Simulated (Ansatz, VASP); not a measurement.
**One calculation of CdSe, two programs**

The input INCAR:

```
PREC = Accurate
ENCUT = 520
EDIFF = 1E-7
ISMEAR = 0
SIGMA = 0.05
LREAL = False
LASPH = True
NELM = 100
ALGO = Normal
ISIF = 2
LWAVE = False
LCHARG = True
GGA = PS
LELF = True
LVHAR = True
NBANDS = 16
```

File KPOINTS:

```
regular mesh
0
Gamma
  10 10 10
```

Contents of POSCAR:

```
CdSe
1.0
   -0.0536069351      3.0893375827      3.1522167369
    3.2220040012     -0.0599009911      3.1585107928
    3.0913946644      2.9650223019      0.0707083457
Cd Se
1 1
Direct
    0.0079292670     -0.0025844622     -0.0050826129
    0.7420707330      0.7525844622      0.7550826129
```

Input for Ansatz:

```yaml
crystal:
  lattice:
    - [-0.0536069351, 3.0893375827, 3.1522167369]
    - [3.2220040012, -0.0599009911, 3.1585107928]
    - [3.0913946644, 2.9650223019, 0.0707083457]
  atoms:
    - { symbol: Cd, position: [0.007929267, -0.0025844622, -0.0050826129] }
    - { symbol: Se, position: [0.742070733, 0.7525844622, 0.7550826129] }
basis:
  ecutwfc: 420
kpoints:
  mp_grid: { grid: [10, 10, 10] }
hamiltonian:
  xc: pbesol
scf:
  occupations: { method: gaussian, width: 0.05 }
output:
  forces: true
  stress: true
  eigenvalues: true
```

Change from the starting cell: all atoms moved at random, cell strained at random.

Alike in both runs: task single point; functional PBEsol; k mesh 10 × 10 × 10; occupations gaussian, width 0.05 eV; no spin polarisation.

|  | VASP | Ansatz |
| --- | --- | --- |
| version | VASP 6.6.1 | Ansatz 0.2.0 |
| potentials or method | VASP PAW PBE potentials, release 64 (Cd, Se), cutoff 520 eV | scalar-relativistic, plane waves, PAW |
| valence electrons in the cell | 18 | 36 |

Ansatz gave:

```
gap on the k mesh at the Fermi level (eV)                     : 0.29
least direct gap on the mesh (eV)                             : 0.29
pressure (GPa)                                                : -3.2
traceless stress, the component that is largest in VASP (GPa) : 1.56
rms of the force components (eV/Å)                            : 0.102
```

Problem. Which values does VASP return?

Solution. gap on the k mesh at the Fermi level (eV): 0.29; least direct gap on the mesh (eV): 0.29; pressure (GPa): -3.0; traceless stress, the component that is largest in VASP (GPa): 1.59; rms of the force components (eV/Å): 0.108.

VASP's potentials were made for PBE, not for PBEsol. Atom by atom the forces differ by 0.007 eV/Å (rms over components). The functional is the same, so the differences come from potentials, cutoffs and numerics. VASP's potentials hold 18 valence electrons a cell and Ansatz's 36, so a difference there can come from the potentials and not from the codes.
